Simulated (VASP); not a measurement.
# Cs8Sn9Br24 (a cell with a defect) in VASP: notebook

Runs on Cs8Sn9Br24 (a cell with a defect). Level: PBEsol. Tasks: single point.

Program: VASP 6.6.1. These are calculated values, not measurements. Logs are shortened: lines on timing, memory, paths and dates and some standing lists are left out, and cuts for length are marked.

## (1) The cell of the first run

The cell holds a defect, 41 atoms: a = 11.500 Å, b = 11.500 Å, c = 11.500 Å, α = 90.00°, β = 90.00°, γ = 90.00°.

## (2) Single point, PBEsol

INCAR

```
SYSTEM = Cs8Sn9Br24
  PREC = Accurate
  ENCUT = 520
  EDIFF = 1E-6
  ISMEAR = -1
  SIGMA = 0.05
  LREAL = Auto
  LASPH = .TRUE.
  NELM = 60
  ALGO = Normal
  ISIF = 2
  LWAVE = .FALSE.
  LCHARG = .FALSE.
  GGA = PS
  ISYM = 0
  NBANDS = 209
```

KPOINTS

```
Automatic mesh
0
Gamma
  1 1 1
  0.25 0.25 0.25
```

POSCAR

```
Cs8Sn9Br24
1.0
   11.5000000000      0.0000000000      0.0000000000
    0.0000000000     11.5000000000      0.0000000000
    0.0000000000      0.0000000000     11.5000000000
Cs Sn Br
8 9 24
Direct
    0.9961470000      0.9895030000      0.0132800000
    0.9954300000      0.0059400000      0.5077100000
    0.9943650000      0.5054880000      0.0077350000
    0.0314390000      0.5293290000      0.4942930000
    0.5106820000      0.9737310000      0.9598220000
    0.4722230000      0.0267270000      0.5011050000
    0.4892300000      0.4777580000      0.9868520000
    0.3937470000      0.4907680000      0.5045190000
    0.7004040000      0.5316750000      0.5271060000
    0.2432370000      0.2501510000      0.2477510000
    0.2395570000      0.2426260000      0.7555980000
    0.2443220000      0.7571550000      0.2450140000
    0.2491860000      0.7449790000      0.7531890000
    0.7434280000      0.2520570000      0.2566420000
    0.7467060000      0.2348920000      0.7506120000
    0.7304830000      0.7630840000      0.2399030000
    0.7572250000      0.7164020000      0.7040120000
    0.2766100000      0.2418320000      0.0007220000
    0.2074110000      0.2440200000      0.5010960000
    0.2050910000      0.7521940000      0.0005610000
    0.2499570000      0.7635200000      0.5008400000
    0.7099410000      0.2237570000      0.0134370000
    0.8183420000      0.2838310000      0.5142290000
    0.7776580000      0.7646500000      0.0032700000
    0.5880740000      0.7428070000      0.4679640000
    0.9928590000      0.2363040000      0.2177290000
    0.9897030000      0.2185150000      0.7965220000
    0.9975700000      0.7807960000      0.2747120000
    0.9921220000      0.7585240000      0.7188730000
    0.4921000000      0.2800300000      0.2888010000
    0.4882150000      0.2629930000      0.7233310000
    0.4964070000      0.7376680000      0.1663900000
    0.4874990000      0.7123870000      0.7730810000
    0.2671930000      0.0036780000      0.2460900000
    0.2600200000      0.9950780000      0.7520260000
    0.2234150000      0.5036820000      0.2409550000
    0.2134730000      0.4943940000      0.7605860000
    0.7264580000      0.0131310000      0.2916390000
    0.7285320000      0.9949960000      0.7028640000
    0.7800370000      0.5164010000      0.2850540000
    0.7522260000      0.4897390000      0.8073060000
```

Potentials or basis: VASP PAW PBE potentials, release 64 (Cs_sv, Sn_d, Br).

The run is started by

```console
> cat potpaw_PBE.64/Cs_sv/POTCAR potpaw_PBE.64/Sn_d/POTCAR potpaw_PBE.64/Br/POTCAR > POTCAR
> mpirun -np 1 vasp_std > vasp.out
```

OUTCAR:

```text
SYSTEM = Cs8Sn9Br24
   PREC = Accurate
   ENCUT = 520
   EDIFF = 1E-6
   ISMEAR = -1
   LREAL = Auto
   LASPH = .TRUE.
   NELM = 60
   ISIF = 2
   GGA = PS
   ISYM = 0

 ion  position               nearest neighbor table
   1  0.996  0.990  0.013-
   2  0.995  0.006  0.508-
   3  0.994  0.505  0.008-
   4  0.031  0.529  0.494-
   5  0.511  0.974  0.960-
   6  0.472  0.027  0.501-
   7  0.489  0.478  0.987-
   8  0.394  0.491  0.505-
   9  0.700  0.532  0.527-  25 2.83  40 2.94  17 3.01  23 3.16
  10  0.243  0.250  0.248-  34 2.85  18 2.87  26 2.90  30 2.92  36 2.93  19 2.94
  11  0.240  0.243  0.756-  18 2.85  35 2.86  31 2.89  37 2.91  27 2.92  19 2.95
  12  0.244  0.757  0.245-  34 2.85  20 2.85  28 2.87  36 2.93  21 2.94  32 3.04
  13  0.249  0.745  0.753-  33 2.78  35 2.88  20 2.89  21 2.91  37 2.91  29 2.99
  14  0.743  0.252  0.257-  38 2.78  22 2.84  26 2.91  30 2.93  40 3.09  23 3.11
  15  0.747  0.235  0.751-  39 2.82  27 2.85  23 2.90  41 3.00  31 3.01  22 3.05
  16  0.730  0.763  0.240-  24 2.77  32 2.84  38 2.94  40 2.94  25 3.10  28 3.10
  17  0.757  0.716  0.704-  29 2.75  41 2.87   9 3.01  33 3.20  39 3.22
  18  0.277  0.242  0.001-  11 2.85  10 2.87
  19  0.207  0.244  0.501-  10 2.94  11 2.95
  20  0.205  0.752  0.001-  12 2.85  13 2.89
  21  0.250  0.764  0.501-  13 2.91  12 2.94
  22  0.710  0.224  0.013-  14 2.84  15 3.05
  23  0.818  0.284  0.514-  15 2.90  14 3.11   9 3.16
  24  0.778  0.765  0.003-  16 2.77
  25  0.588  0.743  0.468-   9 2.83  16 3.10
  26  0.993  0.236  0.218-  10 2.90  14 2.91
  27  0.990  0.219  0.797-  15 2.85  11 2.92
  28  0.998  0.781  0.275-  12 2.87  16 3.10
  29  0.992  0.759  0.719-  17 2.75  13 2.99
  30  0.492  0.280  0.289-  10 2.92  14 2.93
  31  0.488  0.263  0.723-  11 2.89  15 3.01
  32  0.496  0.738  0.166-  16 2.84  12 3.04
  33  0.487  0.712  0.773-  13 2.78  17 3.20
  34  0.267  0.004  0.246-  12 2.85  10 2.85
  35  0.260  0.995  0.752-  11 2.86  13 2.88
  36  0.223  0.504  0.241-  12 2.93  10 2.93
  37  0.213  0.494  0.761-  11 2.91  13 2.91
  38  0.726  0.013  0.292-  14 2.78  16 2.94
  39  0.729  0.995  0.703-  15 2.82  17 3.22
  40  0.780  0.516  0.285-   9 2.94  16 2.94  14 3.09
  41  0.752  0.490  0.807-  17 2.87  15 3.00

IMPORTANT INFORMATION: All symmetrisations will be switched off!
NOSYMM: (Re-)initialisation of all symmetry stuff for point group C_1.

----------------------------------------------------------------------------------------

                                     Primitive cell

  volume of cell :    1520.8750

  direct lattice vectors                    reciprocal lattice vectors
    11.500000000  0.000000000  0.000000000     0.086956522  0.000000000  0.000000000
     0.000000000 11.500000000  0.000000000     0.000000000  0.086956522  0.000000000
     0.000000000  0.000000000 11.500000000     0.000000000  0.000000000  0.086956522

[... 150 lines left out ...]
   PSTRESS=    0.0 pullay stress
   NELECT =     366.0000    total number of electrons
   NUPDOWN=      -1.0000    fix difference up-down
   EMIN   =  10.00;   EMAX   =-10.00  energy-range for DOS
   EFERMI =   0.00;   METHOD = LEGACY
   ISMEAR =    -1;   SIGMA  =   0.05  broadening in eV -4-tet -1-fermi 0-gaus
   EFERMI_NEDOS =   21; number of points for ismear=-14 and -15
   IALGO  =     38    algorithm
   IMIX   =      4    mixing-type and parameters
     AMIX     =   0.40;   BMIX     =  1.00
     AMIX_MAG =   1.60;   BMIX_MAG =  1.00
  volume/ion in A,a.u.               =      37.09       250.33
  Fermi-wavevector in a.u.,A,eV,Ry     =   1.018288  1.924286 14.108027  1.036911
  Thomas-Fermi vector in A             =   2.151737
   LORBIT       =      0    0 simple, 1 ext, 2 COOP (PROOUT), +10 PAW based schemes
   GGA     = PS    functional components
   LHFCALC =     F    Hartree Fock is set to
   AEXX    =    0.0000 exact exchange contribution
   IVDW    =     0    specifies the selected vdW correction
   LEPSILON=     F    determine dielectric tensor
   LRPA    =     F    only Hartree local field effects (RPA)
 non-spin polarized calculation
  energy-cutoff  :      520.00
  volume of cell :     1520.88
 maximum number of plane-waves:     40987
 NGX is ok and might be reduce to    90
   NGX = 43   NGY = 43   NGZ = 43

 number of electron     366.0000005 magnetization

 Free energy of the ion-electron system (eV)
  ---------------------------------------------------
  ext. energy  EPLUGINS =         0.00000000
  ---------------------------------------------------
  free energy    TOTEN  =      -136.84739862 eV

  energy without entropy =     -136.84720564  energy(sigma->0) =     -136.84730213

 E-fermi :   2.9238     XC(G=0):  -8.1700

 val. band max:        2.4709391115   @ k =  -0.2500   0.2500   0.2500
 cond. band min:       3.3582161129   @ k =  -0.2500  -0.2500   0.2500
 fundamental gap:      0.8872770014
 Fermi energy:         2.9238464282

 k-point     1 :       0.2500    0.2500    0.2500
  band No.  band energies     occupation
      1     -19.6642      2.00000
      2     -19.6592      2.00000
      3     -19.6404      2.00000
      4     -19.6371      2.00000
      5     -19.6272      2.00000
      6     -19.6262      2.00000
[... 781 lines left out ...]
    194       4.3335      0.00000
    195       4.4932      0.00000
 [bands above 195 left out]

------------------------ aborting loop because EDIFF is reached ----------------------------------------

  FORCE on cell =-STRESS in cart. coord.  units (eV):
  Direction    XX          YY          ZZ          XY          YZ          ZX
  --------------------------------------------------------------------------------------
  -------------------------------------------------------------------------------------
  Total        3.0461296      2.3566581     -0.0850139      0.8328409     -1.2879000      0.7537403
  in kB        3.2089684      2.4826394     -0.0895585      0.8773626     -1.3567481      0.7940334
  external PRESSURE =       1.8673498 kB  Pullay stress =       0.0000000 kB

 VOLUME and BASIS-vectors are now :
 -----------------------------------------------------------------------------
  energy-cutoff  :      520.00
  volume of cell :     1520.88
      direct lattice vectors                 reciprocal lattice vectors
    11.500000000  0.000000000  0.000000000     0.086956522  0.000000000  0.000000000
     0.000000000 11.500000000  0.000000000     0.000000000  0.086956522  0.000000000
     0.000000000  0.000000000 11.500000000     0.000000000  0.000000000  0.086956522

 POSITION                                       TOTAL-FORCE (eV/Angst)
 -----------------------------------------------------------------------------------
     11.45569     11.37928      0.15272         0.002339      0.004332      0.001763
     11.44744      0.06831      5.83867        -0.007252      0.005421     -0.001885
     11.43520      5.81311      0.08895        -0.002931      0.002474      0.005086
      0.36155      6.08728      5.68437        -0.007669     -0.006811     -0.001792
      5.87284     11.19791     11.03795         0.013618      0.006508     -0.003685
      5.43056      0.30736      5.76271        -0.002439      0.000530      0.002694
[... 33 lines left out ...]
      8.97043      5.93861      3.27812         0.002266      0.021947     -0.030331
      8.65060      5.63200      9.28402         0.000810      0.023123      0.008635
 -----------------------------------------------------------------------------------
    total drift:                                0.006736     -0.009167     -0.013024

  FREE ENERGIE OF THE ION-ELECTRON SYSTEM (eV)
  ---------------------------------------------------
  free  energy   TOTEN  =      -136.8473986185 eV

  energy  without entropy=     -136.8472056413  energy(sigma->0) =     -136.84730213
```

OSZICAR:

```text
N       E                     dE             d eps       ncg     rms          rms(c)
DAV:   1     0.395643697814E+04    0.39564E+04   -0.15037E+05  1672   0.173E+03
DAV:   2     0.624907288990E+03   -0.33315E+04   -0.32487E+04  1872   0.408E+02
DAV:   3    -0.790447785082E+02   -0.70395E+03   -0.68395E+03  1932   0.202E+02
DAV:   4    -0.137826069735E+03   -0.58781E+02   -0.58037E+02  1928   0.610E+01
DAV:   5    -0.140108855175E+03   -0.22828E+01   -0.22728E+01  1992   0.116E+01    0.160E+01
DAV:   6    -0.137074834131E+03    0.30340E+01   -0.54587E+00  2320   0.610E+00    0.935E+00
DAV:   7    -0.136845298184E+03    0.22954E+00   -0.39760E+00  2168   0.422E+00    0.228E+00
DAV:   8    -0.136840839750E+03    0.44584E-02   -0.83865E-01  2080   0.256E+00    0.847E-01
DAV:   9    -0.136842070654E+03   -0.12309E-02   -0.67349E-02  2040   0.955E-01    0.328E-01
DAV:  10    -0.136846081391E+03   -0.40107E-02   -0.11946E-02  2024   0.275E-01    0.136E-01
DAV:  11    -0.136846856086E+03   -0.77470E-03   -0.14042E-03  2408   0.111E-01    0.815E-02
DAV:  12    -0.136847314407E+03   -0.45832E-03   -0.11466E-03  2056   0.847E-02    0.316E-02
DAV:  13    -0.136847379057E+03   -0.64650E-04   -0.24145E-04  1952   0.437E-02    0.247E-02
DAV:  14    -0.136847389244E+03   -0.10187E-04   -0.67348E-05  1992   0.157E-02    0.131E-02
DAV:  15    -0.136847396992E+03   -0.77480E-05   -0.16029E-05  1624   0.100E-02    0.360E-03
DAV:  16    -0.136847398486E+03   -0.14940E-05   -0.46443E-06  1632   0.489E-03    0.347E-03
DAV:  17    -0.136847398619E+03   -0.13284E-06   -0.99554E-07  1080   0.304E-03
   1 F= -.13684740E+03 E0= -.13684730E+03  d E =-.192977E-03
```

It took 60 min on 1 thread of AMD EPYC 7R43 (Zen 3), shared host; peak memory 1.9 GiB.

What came out:

```yaml
Free_energy: -136.8474 eV
Pressure: 0.2 GPa
Largest_force: 0.045 eV/Å
Band_gap_on_the_k_mesh: 0.89 eV
```

Forces on the atoms (eV/Å):
```
Cs   0.002  0.004  0.002
Cs  -0.007  0.005 -0.002
Cs  -0.003  0.002  0.005
Cs  -0.008 -0.007 -0.002
Cs   0.014  0.007 -0.004
Cs  -0.002  0.001  0.003
Cs   0.000 -0.004  0.003
Cs   0.018  0.004  0.000
Sn  -0.018 -0.012  0.007
Sn   0.003 -0.011 -0.020
Sn  -0.007  0.012 -0.002
Sn  -0.015 -0.007 -0.003
Sn  -0.025  0.000 -0.011
Sn  -0.003  0.015  0.042
Sn  -0.023  0.000  0.010
Sn  -0.008  0.005 -0.001
Sn   0.001 -0.004 -0.025
Br  -0.005  0.009  0.019
Br   0.005 -0.003 -0.009
Br   0.008  0.001 -0.018
Br   0.012  0.003  0.013
Br   0.002 -0.009 -0.022
Br   0.015 -0.032  0.017
Br  -0.001  0.001  0.002
Br  -0.005  0.021 -0.005
Br  -0.018  0.004  0.001
Br   0.020  0.015 -0.004
Br   0.024 -0.015  0.018
Br   0.015  0.007  0.022
Br   0.008 -0.009 -0.015
Br  -0.002  0.010 -0.007
Br  -0.012 -0.014  0.000
Br   0.007 -0.008  0.007
Br  -0.008  0.004  0.000
Br   0.013  0.000 -0.002
Br   0.001 -0.015  0.001
Br   0.001 -0.007  0.004
Br   0.002 -0.008 -0.009
Br  -0.005 -0.011  0.006
Br   0.002  0.022 -0.030
Br   0.001  0.023  0.009
```

Caveat: the PAW data sets were made with another functional, which shifts forces and pressure a little; spin-orbit coupling is left out, which moves the levels of the heavy elements.

## (3) Single point, PBEsol

INCAR

```
SYSTEM = Cs8Sn9Br24
  PREC = Accurate
  ENCUT = 400
  EDIFF = 1E-6
  ISMEAR = -1
  SIGMA = 0.05
  LREAL = Auto
  LASPH = .TRUE.
  NELM = 120
  ALGO = Normal
  ISIF = 2
  LWAVE = .FALSE.
  LCHARG = .FALSE.
  GGA = PS
  ISYM = -1
  NBANDS = 209
  GGA_COMPAT = .FALSE.
```

KPOINTS

```
explicit points
1
Reciprocal
  0.25000000   0.25000000   0.25000000 1
```

POSCAR is that of step 2.

Potentials or basis: VASP PAW PBE potentials, release 64 (Cs_sv, Sn_d, Br).

The run is started by

```console
> cat potpaw_PBE.64/Cs_sv/POTCAR potpaw_PBE.64/Sn_d/POTCAR potpaw_PBE.64/Br/POTCAR > POTCAR
> mpirun -np 1 vasp_std > vasp.out
```

It took 8.6 min on 1 thread of Intel Xeon Platinum 8375C at 2.90GHz (Ice Lake), shared host; peak memory 1 GiB.

The run converged. Its results:

```yaml
Free_energy: -136.8615 eV
Pressure: 0.1 GPa
Largest_force: 0.025 eV/Å
Band_gap_on_the_k_mesh: 1.01 eV
```

Forces on the atoms (eV/Å):
```
Cs   0.005  0.004  0.000
Cs  -0.006  0.003  0.003
Cs  -0.004  0.004  0.009
Cs  -0.003 -0.002  0.000
Cs   0.010  0.004 -0.004
Cs  -0.003 -0.002 -0.001
Cs   0.001 -0.002 -0.002
Cs   0.013  0.003  0.001
Sn  -0.004  0.017  0.018
Sn  -0.012  0.001 -0.008
Sn  -0.010  0.008 -0.004
Sn  -0.004  0.001 -0.003
Sn  -0.007 -0.001 -0.010
Sn  -0.004  0.006  0.005
Sn  -0.010  0.014  0.007
Sn  -0.005  0.000  0.008
Sn  -0.018  0.000 -0.001
Br  -0.002 -0.003  0.004
Br   0.004 -0.008  0.006
Br  -0.002 -0.002  0.002
Br  -0.003 -0.001 -0.001
Br   0.006  0.008  0.002
Br   0.000 -0.012 -0.012
Br  -0.004 -0.009 -0.012
Br  -0.006  0.010 -0.003
Br   0.003  0.000  0.003
Br   0.012 -0.003 -0.005
Br   0.006 -0.004  0.007
Br   0.021  0.001 -0.001
Br   0.004  0.000 -0.003
Br   0.005 -0.004  0.007
Br   0.003 -0.001 -0.004
Br   0.020 -0.002  0.003
Br  -0.001  0.006 -0.009
Br   0.002  0.000  0.000
Br   0.008 -0.003  0.001
Br  -0.006  0.000  0.000
Br   0.000 -0.006 -0.003
Br   0.001 -0.015  0.006
Br   0.000 -0.005 -0.014
Br  -0.008 -0.004  0.007
```

Stress tensor (GPa, compression positive):
```
 0.28  0.05  0.05
 0.05  0.20 -0.17
 0.05 -0.17 -0.05
```

Levels at points of the mesh, in eV from the valence-band top:
```
           k point  band 179  band 180  band 181  band 182  band 183  band 184  band 185  band 186  band 187  band 188
(0.25, 0.25, 0.25)     -1.73     -1.56     -1.47     -1.17      0.00      1.01      1.18      1.28      1.40      1.53
```

Caveat: the PAW data sets were made with another functional, which shifts forces and pressure a little; spin-orbit coupling is left out, which moves the levels of the heavy elements.
